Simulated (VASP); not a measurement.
# TiTeAs3 (Pmmm) in VASP: further runs, part 2 of 2

VASP 6.6.1.

## (4) Relaxation of cell and atoms, PBE

This run uses another cell than the first one, of 23.02 Å³/atom, 1.010 times its volume.

File INCAR:

```
PREC = Accurate
ENCUT = 600
EDIFF = 1E-6
ISMEAR = 0
SIGMA = 0.1
LREAL = F
LASPH = T
NELM = 60
ALGO = Normal
ISIF = 3
LWAVE = F
LCHARG = F
GGA = PE
IBRION = 2
NSW = 90
EDIFFG = -0.04
```

File KPOINTS:

```
regular mesh
0
Gamma
  6 4 2
```

File POSCAR:

```
TiTeAs3
1.0
    3.1740990400      0.0000000000      0.0000000000
    0.0000000000      4.7716395700      0.0000000000
    0.0000000000      0.0000000000      7.6001564500
Ti Te As
1 1 3
Direct
    0.5000000000      0.5000000000      0.5000000000
    0.5000000000      0.0000000000      0.0000000000
    0.5000000000      0.5000000000      0.7880745400
    0.5000000000      0.5000000000      0.2119254600
    0.0000000000      0.0000000000      0.5000000000
```

Potentials or basis: VASP PAW PBE potentials, release 64 (Ti_sv, Te, As).

Launch:

```bash
cat potpaw_PBE.64/Ti_sv/POTCAR potpaw_PBE.64/Te/POTCAR potpaw_PBE.64/As/POTCAR > POTCAR
mpirun -np 1 vasp_std > vasp.out
```

OUTCAR:

```text
PREC = Accurate
   ENCUT = 600
   EDIFF = 1E-6
   ISMEAR = 0
   LREAL = F
   LASPH = T
   NELM = 60
   ISIF = 3
   GGA = PE
   IBRION = 2
   NSW = 90
   EDIFFG = -0.04

 ion  position               nearest neighbor table
   1  0.500  0.500  0.500-   3 2.19   4 2.19   5 2.87   5 2.87   5 2.87   5 2.87
   2  0.500  0.000  0.000-   3 2.88   4 2.88   3 2.88   4 2.88
   3  0.500  0.500  0.788-   1 2.19   2 2.88   2 2.88
   4  0.500  0.500  0.212-   1 2.19   2 2.88   2 2.88
   5  0.000  0.000  0.500-   1 2.87   1 2.87   1 2.87   1 2.87

  LATTYP: Found a simple orthorhombic cell.
 ALAT       =     3.1740990400
 B/A-ratio  =     1.5033051930
 C/A-ratio  =     2.3944295229

  Lattice vectors:

 A1 = (   3.1740990400,   0.0000000000,   0.0000000000)
 A2 = (   0.0000000000,   4.7716395700,   0.0000000000)
[... 310 lines left out ...]
      4     -28.2738      2.00000
      5      -8.6843      2.00000
      6      -6.3104      2.00000
[... 541 lines left out ...]
     19       5.2490      0.42693
     20       5.7238      0.00000

[... ionic steps 4 to 9 ...]

--------------------------------------- Ionic step       10  -------------------------------------------

 number of electron      32.9999998 magnetization

------------------------ aborting loop because EDIFF is reached ----------------------------------------
[... 73 lines left out ...]
--------------------------------------- Ionic step       12  -------------------------------------------

 number of electron      32.9999996 magnetization

 Free energy of the ion-electron system (eV)
  ---------------------------------------------------
  ext. energy  EPLUGINS =         0.00000000
  ---------------------------------------------------
  free energy    TOTEN  =       -25.12652746 eV

  energy without entropy =      -25.11536055  energy(sigma->0) =      -25.12094401

 E-fermi :   5.9566     XC(G=0): -10.0360

 val. band max:        5.9120537201   @ k =   0.5000   0.2500   0.5000
 cond. band min:       6.0377558697   @ k =   0.5000   0.0000   0.5000
 fundamental gap:      0.1257021496
 Fermi energy:         5.9565520485

 k-point     1 :       0.0000    0.0000    0.0000
  band No.  band energies     occupation
      1     -51.1688      2.00000
      2     -27.4686      2.00000
      3     -27.4542      2.00000
      4     -27.2563      2.00000
      5      -8.2947      2.00000
      6      -6.1134      2.00000
[... 573 lines left out ...]
  FREE ENERGIE OF THE ION-ELECTRON SYSTEM (eV)
  ---------------------------------------------------
  free  energy   TOTEN  =       -25.1265274628 eV

  energy  without entropy=      -25.1153605513  energy(sigma->0) =      -25.12094401

 reached required accuracy - stopping structural energy minimisation
```

OSZICAR:

```text
N       E                     dE             d eps       ncg     rms          rms(c)
DAV:   1     0.278236380142E+03    0.27824E+03   -0.15686E+04   960   0.166E+03
DAV:   2     0.124401906800E+02   -0.26580E+03   -0.25972E+03  1000   0.390E+02
DAV:   3    -0.220015539280E+02   -0.34442E+02   -0.32967E+02  1724   0.114E+02
DAV:   4    -0.245835445839E+02   -0.25820E+01   -0.25398E+01  1344   0.274E+01
[... 131 lines left out ...]
DAV:   2    -0.251270102036E+02    0.59564E-03   -0.54695E-03  1204   0.599E-01    0.136E-01
DAV:   3    -0.251267751188E+02    0.23508E-03   -0.29902E-03  1308   0.348E-01    0.115E-01
DAV:   4    -0.251265266927E+02    0.24843E-03   -0.11522E-03  1488   0.264E-01    0.271E-02
DAV:   5    -0.251265272901E+02   -0.59746E-06   -0.93643E-05  1220   0.569E-02    0.163E-02
DAV:   6    -0.251265274628E+02   -0.17267E-06   -0.52098E-06  1148   0.142E-02
  12 F= -.25126527E+02 E0= -.25120944E+02  d E =-.209084E-02
```

CONTCAR:

```text
TiTeAs3
   1.00000000000000
     2.9473454349639550    0.0000000000000000    0.0000000000000000
    -0.0000000000000000    4.3285726551986166    0.0000000000000000
     0.0000000000000000    0.0000000000000000    8.9236363013813804
  Ti              Te              As
     1     1     3
Direct
     0.5000000000000000    0.5000000000000000    0.5000000000000000
     0.5000000000000000    0.0000000000000000    0.0000000000000000
     0.5000000000000000    0.5000000000000000    0.7950414712731135
     0.5000000000000000    0.5000000000000000    0.2049585287268864
     0.0000000000000000    0.0000000000000000    0.5000000000000000

  0.00000000E+00  0.00000000E+00  0.00000000E+00
  0.00000000E+00  0.00000000E+00  0.00000000E+00
  0.00000000E+00  0.00000000E+00  0.00000000E+00
  0.00000000E+00  0.00000000E+00  0.00000000E+00
  0.00000000E+00  0.00000000E+00  0.00000000E+00
```

It took 12 min on 1 thread of Intel Xeon 6975P-C, shared host; peak memory 0.32 GiB.

What came out:

```yaml
Free_energy: -25.1265 eV
Relaxed_volume: 22.77 Å³/atom
Relaxed_cell: a = 2.947 Å, b = 4.329 Å, c = 8.924 Å, α = 90.00°, β = 90.00°, γ = 90.00°
Space_group_after_relaxing_to_0.05_Å: Pmmm (No. 47)
Energy_gained_by_relaxing: 411.8 meV/atom
Ionic_steps: 12
Pressure_after_relaxing: 0.1 GPa
Largest_force_after_relaxing: 0.019 eV/Å
```

Forces in eV/Å, atoms in the order of the input:
```
Ti   0.000  0.000  0.000
Te   0.000  0.000  0.000
As   0.000  0.000 -0.019
As   0.000  0.000  0.019
As   0.000  0.000  0.000
```

Stress tensor (GPa, compression positive):
```
0.05 0.00 0.00
0.00 0.18 0.00
0.00 0.00 0.17
```

Step by step:
| step | energy change (eV) | largest force (eV/Å) | pressure (GPa) | volume (Å³) |
| --- | --- | --- | --- | --- |
| 1 | 0.0000 | 4.2239 | 4.44 | 115.11 |
| 2 | -1.7279 | 0.8875 | -4.37 | 123.73 |
| 3 | -1.7840 | 0.3551 | -4.19 | 121.63 |
| 4 | -1.7917 | 0.5239 | -4.33 | 122.15 |
| 5 | -1.9543 | 0.7822 | 1.60 | 111.99 |
| 6 | -1.9643 | 0.7410 | 0.25 | 113.79 |
| 7 | -2.0053 | 0.4946 | 0.17 | 113.63 |
| 8 | -2.0343 | 0.1020 | 0.23 | 113.36 |
| 9 | -2.0540 | 0.0153 | -0.07 | 113.93 |
| 10 | -2.0567 | 0.0159 | -0.19 | 114.21 |
| 11 | -2.0586 | 0.0293 | 0.24 | 113.72 |
| 12 | -2.0588 | 0.0186 | 0.13 | 113.85 |

Final structure:
```cif
data_structure
_symmetry_space_group_name_H-M 'P 1'
_symmetry_Int_Tables_number 1
_cell_length_a 2.9473
_cell_length_b 4.3286
_cell_length_c 8.9236
_cell_angle_alpha 90.000
_cell_angle_beta 90.000
_cell_angle_gamma 90.000
_cell_volume 113.85
loop_
_atom_site_label
_atom_site_type_symbol
_atom_site_fract_x
_atom_site_fract_y
_atom_site_fract_z
_atom_site_occupancy
Ti1 Ti 0.50000 0.50000 0.50000 1
Te1 Te 0.50000 0.00000 0.00000 1
As1 As 0.50000 0.50000 0.79504 1
As2 As 0.50000 0.50000 0.20496 1
As3 As 0.00000 0.00000 0.50000 1
```

Caveat: the k points lie up to 0.36 Å⁻¹ apart in the final cell; spin-orbit coupling is left out, which moves the levels of the heavy elements.

## (5) Single point, PBE

This run uses another cell than the first one, of 23.00 Å³/atom, 1.009 times its volume.

File INCAR:

```
SYSTEM = TiTeAs3
PREC = Accurate
ENCUT = 520
EDIFF = 1E-7
ISMEAR = 0
SIGMA = 0.1
LREAL = .False.
LASPH = .True.
NELM = 60
ALGO = Normal
ISIF = 2
LWAVE = .False.
LCHARG = .False.
GGA = PE
NBANDS = 24
```

File KPOINTS:

```
regular mesh
0
Gamma
  12 10 4
  0 0 0
```

File POSCAR:

```
TiTeAs3
1.0
    3.0454004845      0.0000000000      0.0000000000
    0.0000000000      4.1124036962      0.0000000000
    0.0000000000      0.0000000000      9.1819647252
Ti Te As
1 1 3
Direct
    0.5000000000      0.5000000000      0.5000000000
    0.5000000000      0.0000000000      0.0000000000
    0.5000000000      0.5000000000      0.7858235217
    0.5000000000      0.5000000000      0.2141764783
    0.0000000000      0.0000000000      0.5000000000
```

Launch:

```bash
cat potpaw_PBE.64/Ti_sv/POTCAR potpaw_PBE.64/Te/POTCAR potpaw_PBE.64/As/POTCAR > POTCAR
mpirun -np 1 vasp_std > vasp.out
```

Run time: 6.1 min. Hardware: 1 thread of Intel Xeon 6975P-C, shared host; peak memory 0.49 GiB.

Results (log left out):

```
Free energy   : -25.1823 eV
Pressure      : 0.0 GPa
Largest force : 0.003 eV/Å
```

Forces on the atoms (eV/Å):
```
Ti   0.000  0.000  0.000
Te   0.000  0.000  0.000
As   0.000  0.000 -0.003
As   0.000  0.000  0.003
As   0.000  0.000  0.000
```

Levels at points of the mesh, in eV from the Fermi level:
```tsv
k point	band 14	band 15	band 16	band 17	band 18	band 19	band 20	band 21
(0.00, 0.00, 0.00)	-1.59	-1.23	0.96	1.13	1.36	1.83	1.85	1.99
(0.50, 0.00, 0.00)	-2.36	-2.09	-1.04	-0.91	-0.24	1.62	2.01	2.27
(0.00, 0.50, 0.00)	-1.60	-0.39	0.13	0.50	1.42	2.64	3.08	3.44
(0.50, 0.50, 0.00)	-3.54	-1.87	-0.34	-0.25	0.05	0.16	0.52	0.78
(0.00, 0.00, 0.50)	-0.48	-0.21	-0.12	0.21	1.13	1.25	2.16	2.52
(0.50, 0.00, 0.50)	-2.61	-2.42	-0.45	-0.20	0.27	0.66	1.37	2.28
(0.00, 0.50, 0.50)	-0.39	0.09	0.13	1.41	1.81	1.87	2.82	3.08
(0.50, 0.50, 0.50)	-3.40	-1.61	-1.57	-1.00	-0.25	-0.15	0.80	1.72
```

Caveat: spin-orbit coupling is left out, which moves the levels of the heavy elements.

## (6) Summary

| task | cell | k mesh | cutoff (eV) | gap on the mesh (eV) | pressure (GPa) | largest force (eV/Å) |
| --- | --- | --- | --- | --- | --- | --- |
| single point | a = 2.946, b = 4.329, c = 8.935 Å, 5 atoms | 6 × 4 × 2 | 520 | none | 0.1 | - |
| single point | a = 3.174, b = 4.772, c = 7.600 Å, 5 atoms | 6 × 4 × 2 | 520 | none | 4.5 | 4.22 |
| relaxation of cell and atoms | relaxed from a = 3.174, b = 4.772, c = 7.600 Å, 5 atoms | 6 × 4 × 2 | 600 | none | 0.1 | 0.02 |
| single point | a = 3.045, b = 4.112, c = 9.182 Å, 5 atoms | 12 × 10 × 4 | 520 | none | 0.0 | - |

Alike in all rows: level PBE; potentials or basis VASP PAW PBE potentials, release 64 (Ti_sv, Te, As); no spin polarisation; smearing gaussian 0.1 eV.

Caveats: some runs use coarse meshes; spin-orbit coupling is left out, which moves the levels of the heavy elements; forces of over 1 eV/Å act on the atoms, so gaps and moduli don't describe the material at rest (some runs).

Absolute energies hang on the potentials; compare differences alone.
